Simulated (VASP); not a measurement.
## BaTiO3: single point with LDA+U

BaTiO3:

```
CELL_PARAMETERS angstrom
2.78766 1.60942 2.27891
-2.78762 1.60939 2.27888
-0.00001 -3.21933 2.27926
ATOMIC_POSITIONS crystal
Ba 0.99969 0.99969 0.99977
Ti 0.50689 0.50690 0.50712
O 0.49188 0.49188 0.98822
O 0.49186 0.98837 0.49180
O 0.98838 0.49186 0.49179
```

```json
{
 "Program": "VASP 6.6.1",
 "Task": "single point",
 "Functional": "LDA",
 "Potentials or basis": "VASP PAW LDA potentials, release 64 (Ba_sv, Ti_sv, O)",
 "Cutoff": "600 eV",
 "k mesh": "7 × 7 × 7",
 "Occupations": "fermi-dirac, width 0.05 eV",
 "Spin": "no spin polarisation",
 "Hubbard terms": "Ti d U = 1.0 eV",
 "Dipole correction": "no",
 "Further INCAR settings": "ALGO = Normal; EDIFF = 1e-06; NBANDS = 28"
}
```

| Item | Value |
| --- | --- |
| Pressure | 2.9 GPa |
| Largest force | 0.175 eV/Å |
| Band gap on the k mesh | 2.15 eV (least direct gap 2.29 eV) |

Forces in eV/Å, atoms in the order of the input:
```
Ba   0.000  0.000 -0.029
Ti   0.000  0.002 -0.175
O    0.000 -0.081  0.069
O   -0.068  0.039  0.068
O    0.068  0.039  0.067
```

Stress tensor (GPa, compression positive):
```
2.94 0.00 0.00
0.00 2.95 0.00
0.00 0.00 2.87
```

Levels at points of the mesh, in eV from the valence-band top:
```csv
k point,band 16,band 17,band 18,band 19,band 20,band 21,band 22,band 23,band 24,band 25
"(0.00, 0.00, 0.00)",-1.21,-1.11,-0.21,-0.14,-0.14,2.15,2.15,2.23,4.52,4.52
```

Eigenvalues of the final occupation matrices:
| site | spin | trace | eigenvalues |
| --- | --- | --- | --- |
| site 2 d | 1 | 0.90 | 0.13 0.13 0.13 0.26 0.26 |
| site 2 d | 2 | 0.90 | 0.13 0.13 0.13 0.26 0.26 |

Wall time 6.7 min on 1 thread of Oxide Virtual Turin-like Processor, on a shared host, peak memory 0.4 GiB.

Caveat: spin-orbit coupling is left out, which moves the levels of the heavy elements. A k mesh can miss the band edges.
